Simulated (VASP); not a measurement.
Sn: single point with r2SCAN

Crystal: Sn.

```
Sn
1.0
    -2.94828    2.95040    1.58882
     2.95040   -2.94828    1.58882
     2.94605    2.94605   -1.58493
Sn
2
Cartesian
  2.9503 -2.9481 1.5888
  -0.0004 2.9486 0.7964
```

```yaml
Program: VASP 6.6.1
Task: single point
Functional: r2SCAN
Potentials_or_basis: VASP PAW PBE potentials, release 64 (Sn_d)
Cutoff: 520 eV
k_mesh: 11 × 11 × 8
Occupations: fermi-dirac, width 0.3 eV
Spin: no spin polarisation
```

```yaml
Pressure: 0.4 GPa
Band_gap_on_the_k_mesh: zero (bands 14 and 15 overlap by 3.86 eV)
```

Levels at points of the mesh, in eV from the Fermi level:
```tsv
k point	band 10	band 11	band 12	band 13	band 14	band 15	band 16	band 17	band 18	band 19
(0.00, 0.00, 0.00)	-21.82	-11.53	-3.82	-2.15	-2.14	3.35	6.37	6.38	7.28	7.38
(0.00, 0.00, 0.50)	-21.94	-9.22	-9.22	0.50	0.50	1.68	1.68	6.52	6.52	10.11
```

Wall time 6.3 min on 1 thread of Intel(R) Xeon(R) 6975P-C (Granite Rapids), with other jobs on the host, peak memory 0.39 GiB.

Caveat: so wide a smearing shifts energies and pressures; the PAW data sets were made with another functional, which shifts forces and pressure a little; spin-orbit coupling is left out, which moves the levels of the heavy elements.
